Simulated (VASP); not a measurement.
Wanted: the native input for a VASP 6.6.1 run.

| Item | Value |
| --- | --- |
| Task | relaxation of cell and atoms |
| Functional | LDA |
| Potentials or basis | VASP PAW LDA potentials, release 64 (Cu) |
| Cutoff | 600 eV |
| k mesh | 13 × 13 × 13 |
| Occupations | fermi-dirac, width 0.05 eV |
| Spin | no spin polarisation |
| Dipole correction | no |
| Further INCAR settings | ALGO = Normal; EDIFF = 1e-07; IBRION = 2; EDIFFG = -0.02; NSW = 80; ISIF = 3 |

The structure of Cu lies in POSCAR:

```
Cu
1.0
    0.0000000000      1.8075000000      1.8075000000
    1.8075000000      0.0000000000      1.8075000000
    1.8075000000      1.8075000000      0.0000000000
Cu
1
Direct
    0.0000000000      0.0000000000      0.0000000000
```

These files were run (other wordings do the same):

INCAR

```
PREC = Accurate
ENCUT = 600
EDIFF = 1E-7
ISMEAR = -1
SIGMA = 0.05
LREAL = F
LASPH = T
NELM = 120
ALGO = Normal
ISIF = 3
LWAVE = F
LCHARG = F
GGA = CA
IBRION = 2
NSW = 80
EDIFFG = -0.02
GGA_COMPAT = F
NELMIN = 4
```

KPOINTS

```
Automatic mesh
0
Gamma
  13 13 13
```

Potentials or basis: VASP PAW LDA potentials, release 64 (Cu).

Command:

```bash
$ cat potpaw_LDA.64/Cu/POTCAR > POTCAR
$ mpirun -np 1 vasp_std > vasp.out
```

It gave:

* Relaxed volume: 10.94 Å³/atom
* Relaxed cell: a = 2.491 Å, b = 2.491 Å, c = 2.491 Å, α = 60.00°, β = 60.00°, γ = 60.00°
* Space group after relaxing (to 0.05 Å): Fm-3m (No. 225)
* Energy gained by relaxing: 35.0 meV/atom
* Ionic steps: 3
* Pressure after relaxing: -0.1 GPa

Run time: 8.9 s on 1 thread of Intel(R) Xeon(R) 6975P-C (Granite Rapids), with other jobs on the host, peak memory 0.13 GiB.
